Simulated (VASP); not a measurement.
# Se (I4/mmm) in VASP: single point with PBEsol

Aim: the single point of Se with PBEsol.

Program: VASP 6.6.1. These are calculated values, not measurements. Logs are shortened: lines on timing, memory, paths and dates and some standing lists are left out, and cuts for length are marked.

**1. The cell of the first run**

The structure is tetragonal, space group I4/mmm (No. 139). The conventional cell has a = 3.304 Å, b = 3.304 Å, c = 5.027 Å, α = 90.00°, β = 90.00°, γ = 90.00°. Se (site symmetry 4/mmm) has 12 Se at 3.30 to 3.43 Å within 4.3 Å.

**2. Single point, PBEsol**

Contents of INCAR:

```
SYSTEM = Se
PREC = Accurate
ENCUT = 520
EDIFF = 1E-6
ISMEAR = 0
SIGMA = 0.1
LREAL = .False.
LASPH = .True.
NELM = 60
ALGO = Normal
ISIF = 2
LWAVE = .False.
LCHARG = .False.
GGA = PS
NBANDS = 9
```

Contents of KPOINTS:

```
Automatic mesh
0
Gamma
  8 8 8
  0 0 0
```

Contents of POSCAR:

```
Se
1.0
   -1.6521863053      1.6521863053      2.5135604404
    1.6521863053     -1.6521863053      2.5135604404
    1.6521863053      1.6521863053     -2.5135604404
Se
1
Direct
    0.0000000000      0.0000000000      0.0000000000
```

Potentials or basis: VASP PAW PBE potentials, release 64 (Se).

Command:

```console
> cat potpaw_PBE.64/Se/POTCAR > POTCAR
> mpirun -np 1 vasp_std > vasp.out
```

OUTCAR:

```text
SYSTEM = Se
   PREC = Accurate
   ENCUT = 520
   EDIFF = 1E-6
   ISMEAR = 0
   LREAL = .False.
   LASPH = .True.
   NELM = 60
   ISIF = 2
   GGA = PS

 ion  position               nearest neighbor table
   1  0.000  0.000  0.000-

  LATTYP: Found a body centered tetragonal cell.
 ALAT       =     3.3043726106
 C/A-ratio  =     1.5213541187

  Lattice vectors:

 A1 = (  -1.6521863053,   1.6521863053,   2.5135604404)
 A2 = (   1.6521863053,  -1.6521863053,   2.5135604404)
 A3 = (   1.6521863053,   1.6521863053,  -2.5135604404)

Analysis of symmetry for initial positions (statically):
=====================================================================
 Subroutine PRICEL returns:
 Original cell was already a primitive cell.

 Routine SETGRP: Setting up the symmetry group for a
 body centered tetragonal supercell.

 Subroutine GETGRP returns: Found 16 space group operations
 (whereof 16 operations were pure point group operations)
 out of a pool of 16 trial point group operations.

The static configuration has the point symmetry D_4h.

Analysis of symmetry for dynamics (positions and initial velocities):
=====================================================================
 Subroutine PRICEL returns:
 Original cell was already a primitive cell.

 Routine SETGRP: Setting up the symmetry group for a
 body centered tetragonal supercell.

 Subroutine GETGRP returns: Found 16 space group operations
 (whereof 16 operations were pure point group operations)
 out of a pool of 16 trial point group operations.

The dynamic configuration has the point symmetry D_4h.

 Subroutine INISYM returns: Found 16 space group operations
 (whereof 16 operations are pure point group operations),
 and found     1 'primitive' translations

----------------------------------------------------------------------------------------

                                     Primitive cell

  volume of cell :      27.4453

  direct lattice vectors                    reciprocal lattice vectors
    -1.652186305  1.652186305  2.513560440     0.000000000  0.302629309  0.198921017
     1.652186305 -1.652186305  2.513560440     0.302629309  0.000000000  0.198921017
     1.652186305  1.652186305 -2.513560440     0.302629309  0.302629309  0.000000000

  length of vectors
     3.431825354  3.431825354  3.431825354     0.362151998  0.362151998  0.427982473

  position of ions in fractional coordinates (direct lattice)
     0.000000000  0.000000000  0.000000000

  ion indices of the primitive-cell ions
   primitive index   ion index
                 1           1

----------------------------------------------------------------------------------------

 KPOINTS: Automatic mesh

Automatic generation of k-mesh.
 Grid dimensions read from file:
 generate k-points for:    8    8    8

 Generating k-lattice:

  Cartesian coordinates                     Fractional coordinates (reciprocal lattice)
     0.000000000  0.037828664  0.024865127     0.125000000  0.000000000  0.000000000
     0.037828664  0.000000000  0.024865127     0.000000000  0.125000000  0.000000000
     0.037828664  0.037828664  0.000000000     0.000000000  0.000000000  0.125000000

  Length of vectors
     0.045269000  0.045269000  0.053497809

  Shift w.r.t. Gamma in fractional coordinates (k-lattice)
     0.000000000  0.000000000  0.000000000

 Subroutine IBZKPT returns following result:
 ===========================================

 Found     59 irreducible k-points:

 Following reciprocal coordinates:
            Coordinates               Weight
  0.000000  0.000000  0.000000      1.000000
  0.125000  0.000000  0.000000      8.000000
  0.250000  0.000000  0.000000      8.000000
  0.375000  0.000000  0.000000      8.000000
  0.500000  0.000000  0.000000      4.000000
  0.125000  0.125000  0.000000      8.000000
[... 16 lines left out ...]
  0.250000  0.125000  0.125000     16.000000
  0.375000  0.125000  0.125000      8.000000
 [... further k-points ...]
   k-points           NKPTS =     59   k-points in BZ     NKDIM =     59   number of bands    NBANDS=      9
   number of dos      NEDOS =    301   number of ions     NIONS =      1
   total plane-waves  NPLWV =  21952
   dimension x,y,z NGX =    28 NGY =   28 NGZ =   28
   dimension x,y,z NGXF=    56 NGYF=   56 NGZF=   56
   ions per type =               1
   NGX,Y,Z   is equivalent  to a cutoff of  13.56, 13.56, 13.56 a.u.
   NGXF,Y,Z  is equivalent  to a cutoff of  27.13, 27.13, 27.13 a.u.
 SYSTEM =  Se
   PREC   = accura    normal or accurate (medium, high low for compatibility)
   ISTART =      0    job   : 0-new  1-cont  2-samecut
   ICHARG =      2    charge: 1-file 2-atom 10-const
   ISPIN  =      1    spin polarized calculation?
   LNONCOLLINEAR =      F non collinear calculations
   LSORBIT =      F    spin-orbit coupling
   LASPH  =      T    aspherical Exc in radial PAW
   ENCUT  =  520.0 eV  38.22 Ry    6.18 a.u.   6.38  6.38  6.38*2*pi/ulx,y,z
   NELM   =     60;   NELMIN=  2; NELMDL= -5     # of ELM steps
   EDIFF  = 0.1E-05   stopping-criterion for ELM
   LREAL  =      F    real-space projection
   EDIFFG = 0.1E-04   stopping-criterion for IOM
   NSW    =      0    number of steps for IOM
   IBRION =     -1    ionic relax: 0-MD 1-quasi-New 2-CG
   NFREE  =      0    steps in history (QN), initial steepest desc. (CG)
   ISIF   =      2    stress and relaxation
   ISYM   =      2    0-nonsym 1-usesym 2-fastsym
   POTIM  = 0.5000    time-step for ionic-motion
   TEBEG  =    0.0;   TEEND  =   0.0 temperature during run
   PSTRESS=    0.0 pullay stress
   NELECT =       6.0000    total number of electrons
   NUPDOWN=      -1.0000    fix difference up-down
   EMIN   =  10.00;   EMAX   =-10.00  energy-range for DOS
   EFERMI =   0.00;   METHOD = LEGACY
   ISMEAR =     0;   SIGMA  =   0.10  broadening in eV -4-tet -1-fermi 0-gaus
   EFERMI_NEDOS =   21; number of points for ismear=-14 and -15
   IALGO  =     38    algorithm
   IMIX   =      4    mixing-type and parameters
     AMIX     =   0.40;   BMIX     =  1.00
     AMIX_MAG =   1.60;   BMIX_MAG =  1.00
  volume/ion in A,a.u.               =      27.45       185.21
  Fermi-wavevector in a.u.,A,eV,Ry     =   0.986210  1.863667 13.233168  0.972610
  Thomas-Fermi vector in A             =   2.117574
   LORBIT       =      0    0 simple, 1 ext, 2 COOP (PROOUT), +10 PAW based schemes
   GGA     = PS    functional components
   LHFCALC =     F    Hartree Fock is set to
   AEXX    =    0.0000 exact exchange contribution
   IVDW    =     0    specifies the selected vdW correction
   LEPSILON=     F    determine dielectric tensor
   LRPA    =     F    only Hartree local field effects (RPA)
 non-spin polarized calculation
 Gauss-broadening in eV      SIGMA  =   0.10
  energy-cutoff  :      520.00
  volume of cell :       27.45
 maximum number of plane-waves:       757
 NGX is ok and might be reduce to    28
   NGX = 13   NGY = 13   NGZ = 13

 number of electron       6.0000000 magnetization

 Free energy of the ion-electron system (eV)
  ---------------------------------------------------
  ext. energy  EPLUGINS =         0.00000000
  ---------------------------------------------------
  free energy    TOTEN  =        -2.81085581 eV

  energy without entropy =       -2.80247437  energy(sigma->0) =       -2.80666509

 E-fermi :   2.1145     XC(G=0):  -9.4107

 val. band max:        2.0578669030   @ k =   0.5000   0.2500   0.0000
 cond. band min:       2.1159691323   @ k =  -0.3750   0.5000   0.3750
 fundamental gap:      0.0581022293
 Fermi energy:         2.1144715344

 k-point     1 :       0.0000    0.0000    0.0000
  band No.  band energies     occupation
      1     -11.7833      2.00000
      2       3.8374      0.00000
      3       3.9270      0.00000
      4       3.9270      0.00000
      5       9.9496      0.00000
      6      13.1673      0.00000
      7      13.8600      0.00000
      8      13.8600      0.00000
      9      16.8147      0.00000

 k-point     2 :       0.1250    0.0000    0.0000
  band No.  band energies     occupation
      1     -11.5839      2.00000
      2       2.5984      0.00000
      3       3.6788      0.00000
      4       3.8428      0.00000
      5      10.7682      0.00000
      6      13.0375      0.00000
      7      13.6716      0.00000
      8      14.2297      0.00000
      9      16.1195      0.00000

 k-point     3 :       0.2500    0.0000    0.0000
  band No.  band energies     occupation
      1     -11.0372      2.00000
      2       0.2820      2.00000
      3       3.2816      0.00000
      4       3.6601      0.00000
      5      10.4758      0.00000
      6      13.3184      0.00000
      7      14.4652      0.00000
      8      14.5617      0.00000
      9      16.7954      0.00000

 k-point     4 :       0.3750    0.0000    0.0000
  band No.  band energies     occupation
      1     -10.3501      2.00000
      2      -1.6730      2.00000
      3       2.9382      0.00000
      4       3.5017      0.00000
      5       9.8105      0.00000
      6      12.7336      0.00000
      7      13.7921      0.00000
      8      15.6214      0.00000
      9      18.0625      0.00000
[... 205 lines left out ...]
 k-point    22 :       0.1250    0.1250    0.1250
  band No.  band energies     occupation
      1     -10.5572      2.00000
      2       0.0656      2.00000
      3       1.6967      2.00000
      4       2.9654      0.00000
      5      11.3228      0.00000
      6      11.4928      0.00000
      7      12.8820      0.00000
      8      16.4901      0.00000
      9      16.5872      0.00000

 k-point    23 :       0.2500    0.1250    0.1250
  band No.  band energies     occupation
      1      -9.9444      2.00000
      2      -1.2045      2.00000
      3       1.1253      2.00000
      4       2.5285      0.00000
      5      10.7481      0.00000
      6      11.4326      0.00000
      7      13.4099      0.00000
      8      16.1279      0.00000
      9      19.0470      0.00000

 k-point    24 :       0.3750    0.1250    0.1250
  band No.  band energies     occupation
      1      -9.6390      2.00000
      2      -1.8292      2.00000
      3       1.0487      2.00000
      4       2.2760      0.02238
      5      10.5379      0.00000
      6      11.0900      0.00000
      7      15.2458      0.00000
      8      15.3989      0.00000
      9      18.9938      0.00000

 [... further k-points ...]

------------------------ aborting loop because EDIFF is reached ----------------------------------------

  FORCE on cell =-STRESS in cart. coord.  units (eV):
  Direction    XX          YY          ZZ          XY          YZ          ZX
  --------------------------------------------------------------------------------------
  -------------------------------------------------------------------------------------
  Total       -2.4224068     -2.4224068     -1.8031947      0.0000000      0.0000000      0.0000000
  in kB     -141.4133153   -141.4133153   -105.2654501      0.0000000      0.0000000      0.0000000
  external PRESSURE =    -129.3640269 kB  Pullay stress =       0.0000000 kB

 VOLUME and BASIS-vectors are now :
 -----------------------------------------------------------------------------
  energy-cutoff  :      520.00
  volume of cell :       27.45
      direct lattice vectors                 reciprocal lattice vectors
    -1.652186305  1.652186305  2.513560440     0.000000000  0.302629309  0.198921017
     1.652186305 -1.652186305  2.513560440     0.302629309  0.000000000  0.198921017
     1.652186305  1.652186305 -2.513560440     0.302629309  0.302629309  0.000000000

 POSITION                                       TOTAL-FORCE (eV/Angst)
 -----------------------------------------------------------------------------------
      0.00000      0.00000      0.00000        -0.000000      0.000000      0.000000
 -----------------------------------------------------------------------------------
    total drift:                                0.000000      0.000000     -0.000000

  FREE ENERGIE OF THE ION-ELECTRON SYSTEM (eV)
  ---------------------------------------------------
  free  energy   TOTEN  =        -2.8108558135 eV

  energy  without entropy=       -2.8024743744  energy(sigma->0) =       -2.80666509
```

Run time: 8.9 s. Hardware: 1 thread of AMD EPYC 9R45 (Zen 5), shared host; peak memory 0.13 GiB.

What came out:

```yaml
Free_energy: -2.8109 eV
Pressure: -12.9 GPa
Band_gap_on_the_k_mesh: zero (bands 3 and 4 overlap by 3.24 eV)
```

Stress tensor (GPa, compression positive):
```
-14.14   0.00   0.00
  0.00 -14.14   0.00
  0.00   0.00 -10.53
```

Levels at points of the mesh, in eV from the Fermi level:
```tsv
k point	band 1	band 2	band 3	band 4	band 5	band 6
(0.00, 0.00, 0.00)	-13.90	1.72	1.81	1.81	7.84	11.05
(0.50, 0.00, 0.00)	-12.11	-4.59	0.69	1.33	7.46	10.40
(0.50, 0.50, 0.00)	-11.35	-3.89	-1.01	-0.51	5.32	6.49
(0.50, 0.50, 0.50)	-11.76	-4.18	-0.18	-0.18	5.82	6.95
```

Caveat: the cell stands under tension; the PAW data sets were made with another functional, which shifts forces and pressure a little.
